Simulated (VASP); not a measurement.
# In4P5 in VASP: single point with r2SCAN

Aim: the single point of In4P5 with r2SCAN.

Everything below comes from runs of VASP 6.6.1. Logs are shortened: lines on timing, memory, paths and dates and some standing lists are left out, and cuts for length are marked.

**1. The cell of the first run**

The cell holds a slab with vacuum, 9 atoms: a = 4.157 Å, b = 4.157 Å, c = 26.756 Å, α = 90.00°, β = 90.00°, γ = 90.00°.

**2. Single point, r2SCAN**

Contents of POSCAR:

```
In4P5
1.0
    4.1565024009      0.0000000000      0.0000000000
    0.0000000000      4.1565024009      0.0000000000
    0.0000000000      0.0000000000     26.7563641348
P In
5 4
Direct
    0.0000000000      0.5000000000      0.2803071435
    0.5000000000      0.0000000000      0.3901535717
    0.0000000000      0.5000000000      0.5000000000
    0.5000000000      0.0000000000      0.6098464283
    0.0000000000      0.5000000000      0.7196928565
    0.5000000000      0.5000000000      0.3352303576
    0.0000000000      0.0000000000      0.4450767859
    0.5000000000      0.5000000000      0.5549232141
    0.0000000000      0.0000000000      0.6647696424
```

Contents of INCAR.step1:

```
PREC = Accurate
ENCUT = 520
ISMEAR = 0
SIGMA = 0.05
LREAL = F
LASPH = T
NELM = 100
LDIPOL = T
IDIPOL = 3
DIPOL = 0.5 0.5 0.500
NBANDS = 48
GGA = PE
ALGO = Normal
EDIFF = 1E-4
LWAVE = T
LCHARG = F
```

Contents of INCAR.step2:

```
PREC = Accurate
ENCUT = 520
EDIFF = 1E-7
ISMEAR = 0
SIGMA = 0.05
LREAL = F
LASPH = T
NELM = 100
ALGO = Normal
ISIF = 2
LWAVE = F
LCHARG = F
LDIPOL = T
IDIPOL = 3
DIPOL = 0.5 0.5 0.500
METAGGA = R2SCAN
LMIXTAU = T
NBANDS = 48
ISTART = 1
```

Contents of KPOINTS:

```
Automatic mesh
0
Gamma
  8 8 1
```

Potentials or basis: VASP PAW PBE potentials, release 64 (P, In_d).

Run with:

```
$ cat potpaw_PBE.64/P/POTCAR potpaw_PBE.64/In_d/POTCAR > POTCAR
$ cp INCAR.step1 INCAR
$ mpirun -np 1 vasp_std > vasp.out
$ cp INCAR.step2 INCAR
$ mpirun -np 1 vasp_std > vasp.out
```

OUTCAR:

```text
PREC = Accurate
   ENCUT = 520
   EDIFF = 1E-7
   ISMEAR = 0
   LREAL = F
   LASPH = T
   NELM = 100
   ISIF = 2
   METAGGA = R2SCAN
   ISTART = 1

 ion  position               nearest neighbor table
   1  0.000  0.500  0.280-   6 2.55   6 2.55
   2  0.500  0.000  0.390-   6 2.55   6 2.55   7 2.55   7 2.55
   3  0.000  0.500  0.500-   7 2.55   8 2.55   7 2.55   8 2.55
   4  0.500  0.000  0.610-   9 2.55   9 2.55   8 2.55   8 2.55
   5  0.000  0.500  0.720-   9 2.55   9 2.55
   6  0.500  0.500  0.335-   1 2.55   1 2.55   2 2.55   2 2.55
   7  0.000  0.000  0.445-   3 2.55   3 2.55   2 2.55   2 2.55
   8  0.500  0.500  0.555-   3 2.55   3 2.55   4 2.55   4 2.55
   9  0.000  0.000  0.665-   4 2.55   5 2.55   5 2.55   4 2.55

  LATTYP: Found a simple tetragonal cell.
 ALAT       =     4.1565024009
 C/A-ratio  =     6.4372305256

  Lattice vectors:

 A1 = (   4.1565024009,   0.0000000000,   0.0000000000)
 A2 = (   0.0000000000,   4.1565024009,   0.0000000000)
 A3 = (   0.0000000000,   0.0000000000,  26.7563641348)

Analysis of symmetry for initial positions (statically):
=====================================================================
 Subroutine PRICEL returns:
 Original cell was already a primitive cell.

 Routine SETGRP: Setting up the symmetry group for a
 simple tetragonal supercell.

 Subroutine GETGRP returns: Found  8 space group operations
 (whereof  4 operations were pure point group operations)
 out of a pool of 16 trial point group operations.

The static configuration has the point symmetry C_2v.
 The point group associated with its full space group is D_2d.

Analysis of symmetry for dynamics (positions and initial velocities):
=====================================================================
 Subroutine PRICEL returns:
 Original cell was already a primitive cell.

 Routine SETGRP: Setting up the symmetry group for a
 simple tetragonal supercell.

 Subroutine GETGRP returns: Found  8 space group operations
 (whereof  4 operations were pure point group operations)
 out of a pool of 16 trial point group operations.

The dynamic configuration has the point symmetry C_2v.
 The point group associated with its full space group is D_2d.

 Subroutine INISYM returns: Found  8 space group operations
 (whereof  4 operations are pure point group operations),
 and found     1 'primitive' translations

----------------------------------------------------------------------------------------

                                     Primitive cell

  volume of cell :     462.2567

  direct lattice vectors                    reciprocal lattice vectors
     4.156502401  0.000000000  0.000000000     0.240586893  0.000000000  0.000000000
     0.000000000  4.156502401  0.000000000     0.000000000  0.240586893  0.000000000
     0.000000000  0.000000000 26.756364135     0.000000000  0.000000000  0.037374286

  length of vectors
     4.156502401  4.156502401 26.756364135     0.240586893  0.240586893  0.037374286

  position of ions in fractional coordinates (direct lattice)
     0.000000000  0.500000000  0.280307144
     0.500000000  0.000000000  0.390153572
     0.000000000  0.500000000  0.500000000
     0.500000000  0.000000000  0.609846428
     0.000000000  0.500000000  0.719692857
     0.500000000  0.500000000  0.335230358
     0.000000000  0.000000000  0.445076786
     0.500000000  0.500000000  0.554923214
     0.000000000  0.000000000  0.664769642

  ion indices of the primitive-cell ions
   primitive index   ion index
                 1           1
                 2           2
                 3           3
                 4           4
                 5           5
                 6           6
                 7           7
                 8           8
                 9           9

----------------------------------------------------------------------------------------

 KPOINTS: Automatic mesh

Automatic generation of k-mesh.
 Grid dimensions read from file:
 generate k-points for:    8    8    1

 Generating k-lattice:

  Cartesian coordinates                     Fractional coordinates (reciprocal lattice)
     0.030073362  0.000000000  0.000000000     0.125000000  0.000000000  0.000000000
     0.000000000  0.030073362  0.000000000     0.000000000  0.125000000  0.000000000
     0.000000000  0.000000000  0.037374286     0.000000000  0.000000000  1.000000000

  Length of vectors
     0.030073362  0.030073362  0.037374286

  Shift w.r.t. Gamma in fractional coordinates (k-lattice)
     0.000000000  0.000000000  0.000000000

 Subroutine IBZKPT returns following result:
 ===========================================

 Found     15 irreducible k-points:

 Following reciprocal coordinates:
            Coordinates               Weight
  0.000000  0.000000  0.000000      1.000000
  0.125000  0.000000  0.000000      4.000000
  0.250000  0.000000  0.000000      4.000000
  0.375000  0.000000  0.000000      4.000000
  0.500000  0.000000  0.000000      2.000000
  0.125000  0.125000  0.000000      4.000000
  0.250000  0.125000  0.000000      8.000000
  0.375000  0.125000  0.000000      8.000000
  0.500000  0.125000  0.000000      4.000000
  0.250000  0.250000  0.000000      4.000000
  0.375000  0.250000  0.000000      8.000000
  0.500000  0.250000  0.000000      4.000000
  0.375000  0.375000  0.000000      4.000000
  0.500000  0.375000  0.000000      4.000000
  0.500000  0.500000  0.000000      1.000000
   k-points           NKPTS =     15   k-points in BZ     NKDIM =     15   number of bands    NBANDS=     48
   number of dos      NEDOS =    301   number of ions     NIONS =      9
   total plane-waves  NPLWV = 204800
   dimension x,y,z NGX =    32 NGY =   32 NGZ =  200
   dimension x,y,z NGXF=    64 NGYF=   64 NGZF=  400
   ions per type =               5   4
   NGX,Y,Z   is equivalent  to a cutoff of  12.80, 12.80, 12.43 a.u.
   NGXF,Y,Z  is equivalent  to a cutoff of  25.60, 25.60, 24.85 a.u.
 SYSTEM =  unknown system
   PREC   = accura    normal or accurate (medium, high low for compatibility)
   ISTART =      1    job   : 0-new  1-cont  2-samecut
   ICHARG =      0    charge: 1-file 2-atom 10-const
   ISPIN  =      1    spin polarized calculation?
   LNONCOLLINEAR =      F non collinear calculations
   LSORBIT =      F    spin-orbit coupling
   LASPH  =      T    aspherical Exc in radial PAW
   ENCUT  =  520.0 eV  38.22 Ry    6.18 a.u.   7.73  7.73 49.75*2*pi/ulx,y,z
   NELM   =    100;   NELMIN=  2; NELMDL=  0     # of ELM steps
   EDIFF  = 0.1E-06   stopping-criterion for ELM
   LREAL  =      F    real-space projection
   EDIFFG = 0.1E-05   stopping-criterion for IOM
   NSW    =      0    number of steps for IOM
   IBRION =     -1    ionic relax: 0-MD 1-quasi-New 2-CG
   NFREE  =      0    steps in history (QN), initial steepest desc. (CG)
   ISIF   =      2    stress and relaxation
   ISYM   =      2    0-nonsym 1-usesym 2-fastsym
   POTIM  = 0.5000    time-step for ionic-motion
   TEBEG  =    0.0;   TEEND  =   0.0 temperature during run
   PSTRESS=    0.0 pullay stress
   NELECT =      77.0000    total number of electrons
   NUPDOWN=      -1.0000    fix difference up-down
   EMIN   =  10.00;   EMAX   =-10.00  energy-range for DOS
   EFERMI =   0.00;   METHOD = LEGACY
   ISMEAR =     0;   SIGMA  =   0.05  broadening in eV -4-tet -1-fermi 0-gaus
   EFERMI_NEDOS =   21; number of points for ismear=-14 and -15
   IALGO  =     38    algorithm
   IMIX   =      4    mixing-type and parameters
     AMIX     =   0.40;   BMIX     =  1.00
     AMIX_MAG =   1.60;   BMIX_MAG =  1.00
  volume/ion in A,a.u.               =      51.36       346.61
  Fermi-wavevector in a.u.,A,eV,Ry     =   0.900763  1.702196 11.039421  0.811375
  Thomas-Fermi vector in A             =   2.023761
   LORBIT       =      0    0 simple, 1 ext, 2 COOP (PROOUT), +10 PAW based schemes
   METAGGA = R2SCAN    functional components
   LHFCALC =     F    Hartree Fock is set to
   AEXX    =    0.0000 exact exchange contribution
   IVDW    =     0    specifies the selected vdW correction
   LEPSILON=     F    determine dielectric tensor
   LRPA    =     F    only Hartree local field effects (RPA)
 non-spin polarized calculation
 Gauss-broadening in eV      SIGMA  =   0.05
  energy-cutoff  :      520.00
  volume of cell :      462.26
 maximum number of plane-waves:     12488
 NGX is ok and might be reduce to    32
   NGX = 15   NGY = 15   NGZ = 99

 number of electron      77.0000012 magnetization

 dipolmoment           0.000000      0.000000     -0.000000 electrons x Angstroem

 Free energy of the ion-electron system (eV)
  ---------------------------------------------------
  ext. energy  EPLUGINS =         0.00000000
  ---------------------------------------------------
  free energy    TOTEN  =      -133.60515028 eV

  energy without entropy =     -133.59714982  energy(sigma->0) =     -133.60115005

 E-fermi :  -1.0741     XC(G=0):  -5.2808

 val. band max:       -1.0742992802   @ k =   0.1250   0.0000   0.0000
 cond. band min:      -1.0525932389   @ k =   0.0000   0.0000   0.0000
 fundamental gap:      0.0217060413
 Fermi energy:        -1.0740986988

 k-point     1 :       0.0000    0.0000    0.0000
  band No.  band energies     occupation
      1     -15.8202      2.00000
      2     -15.7204      2.00000
      3     -15.6325      2.00000
      4     -15.6325      2.00000
      5     -15.5769      2.00000
      6     -15.5769      2.00000
[... 40 lines left out ...]
     47       2.9002      0.00000
     48       3.2128      0.00000

 k-point     2 :       0.1250    0.0000    0.0000
  band No.  band energies     occupation
      1     -15.8139      2.00000
      2     -15.7159      2.00000
      3     -15.6461      2.00000
      4     -15.6303      2.00000
      5     -15.5859      2.00000
      6     -15.5791      2.00000
[... 655 lines left out ...]
 k-point    15 :       0.5000    0.5000    0.0000
  band No.  band energies     occupation
      1     -15.8510      2.00000
      2     -15.7635      2.00000
      3     -15.7302      2.00000
      4     -15.5732      2.00000
      5     -15.5486      2.00000
      6     -15.5486      2.00000
[... 40 lines left out ...]
     47       3.5441      0.00000
     48       3.5441      0.00000

------------------------ aborting loop because EDIFF is reached ----------------------------------------

 vacuum level on the upper side and lower side of the slab       (xc-potential included)        -0.024        -0.024

  FORCE on cell =-STRESS in cart. coord.  units (eV):
  Direction    XX          YY          ZZ          XY          YZ          ZX
  --------------------------------------------------------------------------------------
  -------------------------------------------------------------------------------------
  Total       -1.3868264     -1.3868264      1.0850132      0.0000000      0.0000000      0.0000000
  in kB       -4.8067276     -4.8067276      3.7606458      0.0000000      0.0000000      0.0000000
  external PRESSURE =      -1.9509365 kB  Pullay stress =       0.0000000 kB

 VOLUME and BASIS-vectors are now :
 -----------------------------------------------------------------------------
  energy-cutoff  :      520.00
  volume of cell :      462.26
      direct lattice vectors                 reciprocal lattice vectors
     4.156502401  0.000000000  0.000000000     0.240586893  0.000000000  0.000000000
     0.000000000  4.156502401  0.000000000     0.000000000  0.240586893  0.000000000
     0.000000000  0.000000000 26.756364135     0.000000000  0.000000000  0.037374286

 POSITION                                       TOTAL-FORCE (eV/Angst)
 -----------------------------------------------------------------------------------
      0.00000      2.07825      7.50000         0.000000      0.000000      0.072477
      2.07825      0.00000     10.43909         0.000000      0.000000      0.324564
      0.00000      2.07825     13.37818         0.000000      0.000000     -0.000000
      2.07825      0.00000     16.31727         0.000000      0.000000     -0.324564
      0.00000      2.07825     19.25636         0.000000      0.000000     -0.072477
      2.07825      2.07825      8.96955         0.000000      0.000000     -0.397488
      0.00000      0.00000     11.90864         0.000000      0.000000     -0.150464
      2.07825      2.07825     14.84773         0.000000      0.000000      0.150464
      0.00000      0.00000     17.78682         0.000000      0.000000      0.397488
 -----------------------------------------------------------------------------------
    total drift:                                0.000000      0.000000     -0.000000

  FREE ENERGIE OF THE ION-ELECTRON SYSTEM (eV)
  ---------------------------------------------------
  free  energy   TOTEN  =      -133.6051502783 eV

  energy  without entropy=     -133.5971498234  energy(sigma->0) =     -133.60115005

 vacuum level on the upper side and lower side of the slab         5.361         5.361
```

Wall time 42 min (1 thread of Intel Xeon 8259CL, shared host); peak memory 0.68 GiB.

Results:

- Free energy: -133.6052 eV
- Largest force: 0.397 eV/Å
- Band gap on the k mesh: zero (an odd number of electrons rules out a gap without spin polarisation)

Forces in eV/Å, atoms in the order of the input:
```
P    0.000  0.000  0.072
P    0.000  0.000  0.325
P    0.000  0.000  0.000
P    0.000  0.000 -0.325
P    0.000  0.000 -0.072
In   0.000  0.000 -0.397
In   0.000  0.000 -0.150
In   0.000  0.000  0.150
In   0.000  0.000  0.397
```

Caveat: the PAW data sets were made with another functional, which shifts forces and pressure a little; spin-orbit coupling is left out, which moves the levels of the heavy elements; an odd number of electrons without spin polarisation forces a metal; a magnetic or distorted state may lie lower.

The gap in the log of VASP goes by the Fermi energy; the results here count the filled bands.